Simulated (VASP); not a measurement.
Set up this calculation in VASP 6.6.1, as the native input.

```yaml
Task: single point
Functional: PBEsol
Potentials_or_basis: VASP PAW PBE potentials, release 64 (Sn_d, Co)
Cutoff: 520 eV
k_mesh: 10 × 10 × 10
Occupations: gaussian, width 0.1 eV
Spin: collinear spin, ferromagnetic start
Starting_moments: "[0.02, 0.02, 0.02, 1.62] μB"
Fixed_moment: 1.5 μB
Dipole_correction: no
Further_INCAR_settings: ALGO = Fast; EDIFF = 1e-07; NBANDS = 38
```

The structure of CoSn3 lies in POSCAR:

```
CoSn3
1.0
    4.3976643244      0.0000000000      0.0000000000
    0.0000000000      4.3976643244      0.0000000000
    0.0000000000      0.0000000000      4.3976643244
Sn Co
3 1
Direct
    0.0000000000      0.5000000000      0.5000000000
    0.5000000000      0.0000000000      0.5000000000
    0.5000000000      0.5000000000      0.0000000000
    0.0000000000      0.0000000000      0.0000000000
```

These files were run (other wordings do the same):

INCAR

```
SYSTEM = CoSn3
ALGO = Fast ; EDIFF = 1E-7
ENCUT = 520 ; GGA = PS
ISIF = 2 ; ISMEAR = 0
ISPIN = 2 ; LASPH = .True.
LCHARG = .False. ; LMAXMIX = 4
LORBIT = 11 ; LREAL = .False.
LWAVE = .False. ; MAGMOM = 0.02 0.02 0.02 1.62
NBANDS = 38 ; NELM = 150
NUPDOWN = 1.5 ; PREC = Accurate
SIGMA = 0.1
```

KPOINTS

```
k-points
0
Gamma
  10 10 10
  0 0 0
```

Potentials or basis: VASP PAW PBE potentials, release 64 (Sn_d, Co).

Run with:

```console
$ cat potpaw_PBE.64/Sn_d/POTCAR potpaw_PBE.64/Co/POTCAR > POTCAR
$ mpirun -np 1 vasp_std > vasp.out
```

It gave:

| Quantity | Value |
| --- | --- |
| Pressure | 0.3 GPa |
| Net moment | 1.50 μB per cell |
| Site moments | Sn +0.02; Co +1.44 μB |
| Valence electrons inside the program's atomic spheres | Sn 12.27; Co 7.86 |

Caveat: the PAW data sets were made with another functional, which shifts forces and pressure a little; the total moment is fixed, so each spin has its own Fermi level.

Wall time 7.4 min on 1 thread of Intel(R) Xeon(R) Platinum 8259CL CPU @ 2.50GHz (Skylake/Cascade Lake) (shared host), peak memory 0.42 GiB.
